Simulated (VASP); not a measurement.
# LiH (Fm-3m) in VASP: further runs

The runs below take LiH through single point, with PBEsol.

Everything below comes from runs of VASP 6.6.1. Logs are shortened: lines on timing, memory, paths and dates and some standing lists are left out, and cuts for length are marked.

## 1. The cell of the first run

The structure is cubic, space group Fm-3m (No. 225). The conventional cell has a = 3.740 Å, b = 3.740 Å, c = 3.740 Å, α = 90.00°, β = 90.00°, γ = 90.00°. Li (site symmetry m-3m) has 6 H at 1.87 Å within 2.5 Å. Within 2.5 Å of H (site symmetry m-3m) lie 6 Li at 1.87 Å.

## 2. Single point, PBEsol (strain -0.080 along x and y, -0.080 along z)

File INCAR:

```
  PREC = Accurate
  ENCUT = 520
  EDIFF = 1E-6
  ISMEAR = 0
  SIGMA = 0.05
  LREAL = False
  LASPH = True
  NELM = 80
  ALGO = Normal
  ISIF = 2
  LWAVE = False
  LCHARG = True
  GGA = PS
  LELF = True
  LVHAR = True
  NBANDS = 9
```

File KPOINTS:

```
regular mesh
0
Gamma
  10 10 10
```

File POSCAR:

```
LiH
1.0
    0.0000000000      1.8699000000      1.8699000000
    1.8699000000      0.0000000000      1.8699000000
    1.8699000000      1.8699000000      0.0000000000
Li H
1 1
Direct
    0.0000000000      0.0000000000      0.0000000000
    0.5000000000      0.5000000000      0.5000000000
```

Potentials or basis: VASP PAW PBE potentials, release 64 (Li_sv, H).

The run is started by

```console
> cat potpaw_PBE.64/Li_sv/POTCAR potpaw_PBE.64/H/POTCAR > POTCAR
> mpirun -np 1 vasp_std > vasp.out
```

OUTCAR:

```text
PREC = Accurate
   ENCUT = 520
   EDIFF = 1E-6
   ISMEAR = 0
   LREAL = False
   LASPH = True
   NELM = 80
   ISIF = 2
   GGA = PS

 ion  position               nearest neighbor table
   1  0.000  0.000  0.000-
   2  0.500  0.500  0.500-

  LATTYP: Found a face centered cubic cell.
 ALAT       =     3.7398000000

  Lattice vectors:

 A1 = (   0.0000000000,   1.8699000000,   1.8699000000)
 A2 = (   1.8699000000,   0.0000000000,   1.8699000000)
 A3 = (   1.8699000000,   1.8699000000,   0.0000000000)

Analysis of symmetry for initial positions (statically):
=====================================================================
 Subroutine PRICEL returns:
 Original cell was already a primitive cell.

 Routine SETGRP: Setting up the symmetry group for a
 face centered cubic supercell.

 Subroutine GETGRP returns: Found 48 space group operations
 (whereof 48 operations were pure point group operations)
 out of a pool of 48 trial point group operations.

The static configuration has the point symmetry O_h .

Analysis of symmetry for dynamics (positions and initial velocities):
=====================================================================
 Subroutine PRICEL returns:
 Original cell was already a primitive cell.

 Routine SETGRP: Setting up the symmetry group for a
 face centered cubic supercell.

 Subroutine GETGRP returns: Found 48 space group operations
 (whereof 48 operations were pure point group operations)
 out of a pool of 48 trial point group operations.

The dynamic configuration has the point symmetry O_h .

 Subroutine INISYM returns: Found 48 space group operations
 (whereof 48 operations are pure point group operations),
 and found     1 'primitive' translations

----------------------------------------------------------------------------------------

                                     Primitive cell

  volume of cell :      13.0763

  direct lattice vectors                    reciprocal lattice vectors
     0.000000000  1.869900000  1.869900000    -0.267393978  0.267393978  0.267393978
     1.869900000  0.000000000  1.869900000     0.267393978 -0.267393978  0.267393978
     1.869900000  1.869900000  0.000000000     0.267393978  0.267393978 -0.267393978

  length of vectors
     2.644437940  2.644437940  2.644437940     0.463139956  0.463139956  0.463139956

  position of ions in fractional coordinates (direct lattice)
     0.000000000  0.000000000  0.000000000
     0.500000000  0.500000000  0.500000000

  ion indices of the primitive-cell ions
   primitive index   ion index
                 1           1
                 2           2

----------------------------------------------------------------------------------------

 KPOINTS: regular mesh

Automatic generation of k-mesh.
 Grid dimensions read from file:
 generate k-points for:   10   10   10

 Generating k-lattice:

  Cartesian coordinates                     Fractional coordinates (reciprocal lattice)
    -0.026739398  0.026739398  0.026739398     0.100000000  0.000000000  0.000000000
     0.026739398 -0.026739398  0.026739398     0.000000000  0.100000000  0.000000000
     0.026739398  0.026739398 -0.026739398     0.000000000  0.000000000  0.100000000

  Length of vectors
     0.046313996  0.046313996  0.046313996

  Shift w.r.t. Gamma in fractional coordinates (k-lattice)
     0.000000000  0.000000000  0.000000000

 Subroutine IBZKPT returns following result:
 ===========================================

 Found     47 irreducible k-points:

 Following reciprocal coordinates:
            Coordinates               Weight
  0.000000  0.000000  0.000000      1.000000
  0.100000  0.000000  0.000000      8.000000
  0.200000  0.000000  0.000000      8.000000
  0.300000  0.000000  0.000000      8.000000
  0.400000  0.000000  0.000000      8.000000
  0.500000  0.000000  0.000000      4.000000
[... 16 lines left out ...]
  0.300000  0.300000  0.000000      6.000000
  0.400000  0.300000  0.000000     24.000000
 [... further k-points ...]
   k-points           NKPTS =     47   k-points in BZ     NKDIM =     47   number of bands    NBANDS=      9
   number of dos      NEDOS =    301   number of ions     NIONS =      2
   total plane-waves  NPLWV =   8000
   dimension x,y,z NGX =    20 NGY =   20 NGZ =   20
   dimension x,y,z NGXF=    40 NGYF=   40 NGZF=   40
   ions per type =               1   1
   NGX,Y,Z   is equivalent  to a cutoff of  12.57, 12.57, 12.57 a.u.
   NGXF,Y,Z  is equivalent  to a cutoff of  25.15, 25.15, 25.15 a.u.
 SYSTEM =  unknown system
   PREC   = accura    normal or accurate (medium, high low for compatibility)
   ISTART =      0    job   : 0-new  1-cont  2-samecut
   ICHARG =      2    charge: 1-file 2-atom 10-const
   ISPIN  =      1    spin polarized calculation?
   LNONCOLLINEAR =      F non collinear calculations
   LSORBIT =      F    spin-orbit coupling
   LASPH  =      T    aspherical Exc in radial PAW
   ENCUT  =  520.0 eV  38.22 Ry    6.18 a.u.   4.92  4.92  4.92*2*pi/ulx,y,z
   NELM   =     80;   NELMIN=  2; NELMDL= -5     # of ELM steps
   EDIFF  = 0.1E-05   stopping-criterion for ELM
   LREAL  =      F    real-space projection
   EDIFFG = 0.1E-04   stopping-criterion for IOM
   NSW    =      0    number of steps for IOM
   IBRION =     -1    ionic relax: 0-MD 1-quasi-New 2-CG
   NFREE  =      0    steps in history (QN), initial steepest desc. (CG)
   ISIF   =      2    stress and relaxation
   ISYM   =      2    0-nonsym 1-usesym 2-fastsym
   POTIM  = 0.5000    time-step for ionic-motion
   TEBEG  =    0.0;   TEEND  =   0.0 temperature during run
   PSTRESS=    0.0 pullay stress
   NELECT =       4.0000    total number of electrons
   NUPDOWN=      -1.0000    fix difference up-down
   EMIN   =  10.00;   EMAX   =-10.00  energy-range for DOS
   EFERMI =   0.00;   METHOD = LEGACY
   ISMEAR =     0;   SIGMA  =   0.05  broadening in eV -4-tet -1-fermi 0-gaus
   EFERMI_NEDOS =   21; number of points for ismear=-14 and -15
   IALGO  =     38    algorithm
   IMIX   =      4    mixing-type and parameters
     AMIX     =   0.40;   BMIX     =  1.00
     AMIX_MAG =   1.60;   BMIX_MAG =  1.00
  volume/ion in A,a.u.               =       6.54        44.12
  Fermi-wavevector in a.u.,A,eV,Ry     =   1.103062  2.084484 16.554820  1.216745
  Thomas-Fermi vector in A             =   2.239514
   LORBIT       =      0    0 simple, 1 ext, 2 COOP (PROOUT), +10 PAW based schemes
   GGA     = PS    functional components
   LHFCALC =     F    Hartree Fock is set to
   AEXX    =    0.0000 exact exchange contribution
   IVDW    =     0    specifies the selected vdW correction
   LEPSILON=     F    determine dielectric tensor
   LRPA    =     F    only Hartree local field effects (RPA)
 non-spin polarized calculation
 Gauss-broadening in eV      SIGMA  =   0.05
  energy-cutoff  :      520.00
  volume of cell :       13.08
 maximum number of plane-waves:       364
   NGX =  9   NGY =  9   NGZ =  9

 number of electron       4.0000008 magnetization

 Free energy of the ion-electron system (eV)
  ---------------------------------------------------
  ext. energy  EPLUGINS =         0.00000000
  ---------------------------------------------------
  free energy    TOTEN  =        -6.04823464 eV

  energy without entropy =       -6.04823464  energy(sigma->0) =       -6.04823464

 E-fermi :   1.5299     XC(G=0):  -9.3053

 val. band max:        1.2526872841   @ k =   0.5000   0.5000   0.0000
 cond. band min:       3.7811859872   @ k =   0.5000   0.5000   0.0000
 fundamental gap:      2.5284987031
 Fermi energy:         1.5299199757

 k-point     1 :       0.0000    0.0000    0.0000
  band No.  band energies     occupation
      1     -42.3709      2.00000
      2      -5.1030      2.00000
      3      20.2473      0.00000
      4      21.1541      0.00000
      5      21.1541      0.00000
      6      21.1541      0.00000
      7      26.2400      0.00000
      8      26.2400      0.00000
      9      26.2400      0.00000

 k-point     2 :       0.1000    0.0000    0.0000
  band No.  band energies     occupation
      1     -42.3607      2.00000
      2      -4.9173      2.00000
      3      17.9112      0.00000
      4      20.4632      0.00000
      5      20.6740      0.00000
      6      20.6741      0.00000
      7      25.6256      0.00000
      8      27.2418      0.00000
      9      27.2418      0.00000

 k-point     3 :       0.2000    0.0000    0.0000
  band No.  band energies     occupation
      1     -42.3343      2.00000
      2      -4.3734      2.00000
      3      13.8826      0.00000
      4      19.0889      0.00000
      5      19.9181      0.00000
      6      19.9182      0.00000
      7      26.6971      0.00000
      8      27.1253      0.00000
      9      27.1253      0.00000

 k-point     4 :       0.3000    0.0000    0.0000
  band No.  band energies     occupation
      1     -42.3012      2.00000
      2      -3.5293      2.00000
      3      10.2287      0.00000
      4      17.8365      0.00000
      5      19.4669      0.00000
      6      19.4669      0.00000
      7      24.7553      0.00000
      8      24.7553      0.00000
      9      28.6126      0.00000
[... 205 lines left out ...]
 k-point    22 :      -0.2000    0.2000    0.0000
  band No.  band energies     occupation
      1     -42.2903      2.00000
      2      -3.1474      2.00000
      3      11.3289      0.00000
      4      12.1887      0.00000
      5      19.2699      0.00000
      6      20.0657      0.00000
      7      25.5875      0.00000
      8      27.8341      0.00000
      9      29.6766      0.00000

 k-point    23 :       0.3000    0.3000    0.0000
  band No.  band energies     occupation
      1     -42.2795      2.00000
      2      -2.6778      2.00000
      3      10.7123      0.00000
      4      14.5435      0.00000
      5      14.5435      0.00000
      6      17.9787      0.00000
      7      21.3760      0.00000
      8      33.7377      0.00000
      9      36.1161      0.00000

 k-point    24 :       0.4000    0.3000    0.0000
  band No.  band energies     occupation
      1     -42.2589      2.00000
      2      -1.6679      2.00000
      3       8.4163      0.00000
      4      12.5087      0.00000
      5      14.0344      0.00000
      6      19.0817      0.00000
      7      21.4423      0.00000
      8      34.8440      0.00000
      9      34.9826      0.00000

 [... further k-points ...]
[... 5 lines left out ...]
  --------------------------------------------------------------------------------------
  -------------------------------------------------------------------------------------
  Total        0.7622498      0.7622498      0.7622498      0.0000000      0.0000000      0.0000000
  in kB       93.3948113     93.3948113     93.3948113      0.0000000      0.0000000      0.0000000
  external PRESSURE =      93.3948113 kB  Pullay stress =       0.0000000 kB

 VOLUME and BASIS-vectors are now :
 -----------------------------------------------------------------------------
  energy-cutoff  :      520.00
  volume of cell :       13.08
      direct lattice vectors                 reciprocal lattice vectors
     0.000000000  1.869900000  1.869900000    -0.267393978  0.267393978  0.267393978
     1.869900000  0.000000000  1.869900000     0.267393978 -0.267393978  0.267393978
     1.869900000  1.869900000  0.000000000     0.267393978  0.267393978 -0.267393978

 POSITION                                       TOTAL-FORCE (eV/Angst)
 -----------------------------------------------------------------------------------
      0.00000      0.00000      0.00000        -0.000000     -0.000000     -0.000000
      1.86990      1.86990      1.86990         0.000000      0.000000      0.000000
 -----------------------------------------------------------------------------------
    total drift:                                0.000000     -0.000000      0.000000

  FREE ENERGIE OF THE ION-ELECTRON SYSTEM (eV)
  ---------------------------------------------------
  free  energy   TOTEN  =        -6.0482346420 eV

  energy  without entropy=       -6.0482346420  energy(sigma->0) =       -6.04823464
```

It took 2.8 s on 1 thread of Intel Xeon 6975P-C (Granite Rapids), shared host; peak memory 0.11 GiB.

What came out:

* Free energy: -6.0482 eV
* Band gap on the k mesh: 2.53 eV, direct

Levels at points of the mesh, in eV from the valence-band top:
```tsv
k point	band 1	band 2	band 3	band 4	band 5
(0.00, 0.00, 0.00)	-43.62	-6.36	18.99	19.90	19.90
(0.50, 0.00, 0.00)	-43.52	-3.38	5.23	15.47	18.22
(0.50, 0.50, 0.00)	-43.49	0.00	2.53	11.65	11.65
```

Caveat: the cell differs from its parent crystal (strain -0.080 along x and y, -0.080 along z); the cutoff is under 1.25 times the usual one of these potentials, so pressure, stress and relaxed cells hold a basis-set (Pulay) error; the PAW data sets were made with another functional, which shifts forces and pressure a little. A k mesh can miss the band edges.

## 3. Single point, PBEsol (strain -0.040 along x and y, -0.040 along z)

File INCAR:

```
SYSTEM = LiH
PREC = Accurate
ENCUT = 520
EDIFF = 1E-6
ISMEAR = 0
SIGMA = 0.05
LREAL = .False.
LASPH = .True.
NELM = 80
ALGO = Normal
ISIF = 2
LWAVE = .False.
LCHARG = .True.
GGA = PS
LELF = .True.
LVHAR = .True.
NBANDS = 9
```

File KPOINTS:

```
regular mesh
0
Gamma
  10 10 10
  0 0 0
```

File POSCAR:

```
LiH
1.0
    0.0000000000      1.9512000000      1.9512000000
    1.9512000000      0.0000000000      1.9512000000
    1.9512000000      1.9512000000      0.0000000000
Li H
1 1
Direct
    0.0000000000      0.0000000000      0.0000000000
    0.5000000000      0.5000000000      0.5000000000
```

Potentials or basis: VASP PAW PBE potentials, release 64 (Li_sv, H).

The run is started by

```console
> cat potpaw_PBE.64/Li_sv/POTCAR potpaw_PBE.64/H/POTCAR > POTCAR
> mpirun -np 1 vasp_std > vasp.out
```

It took 2.9 s on 1 thread of Intel Xeon 6975P-C (Granite Rapids), shared host; peak memory 0.13 GiB.

Results (log left out):

```
Free energy            : -6.1131 eV
Band gap on the k mesh : 2.67 eV, direct
```

Levels at points of the mesh, in eV from the valence-band top:
| k point | band 1 | band 2 | band 3 | band 4 | band 5 | band 6 | band 7 |
| --- | --- | --- | --- | --- | --- | --- | --- |
| (0.00, 0.00, 0.00) | -43.65 | -5.85 | 17.17 | 18.54 | 18.54 | 18.54 | 23.33 |
| (0.50, 0.00, 0.00) | -43.58 | -2.95 | 4.90 | 14.27 | 17.02 | 17.02 | 19.71 |
| (0.50, 0.50, 0.00) | -43.56 | 0.00 | 2.67 | 11.01 | 11.01 | 14.18 | 18.35 |

Caveat: the cell differs from its parent crystal (strain -0.040 along x and y, -0.040 along z); the cutoff is under 1.25 times the usual one of these potentials, so pressure, stress and relaxed cells hold a basis-set (Pulay) error; the PAW data sets were made with another functional, which shifts forces and pressure a little.
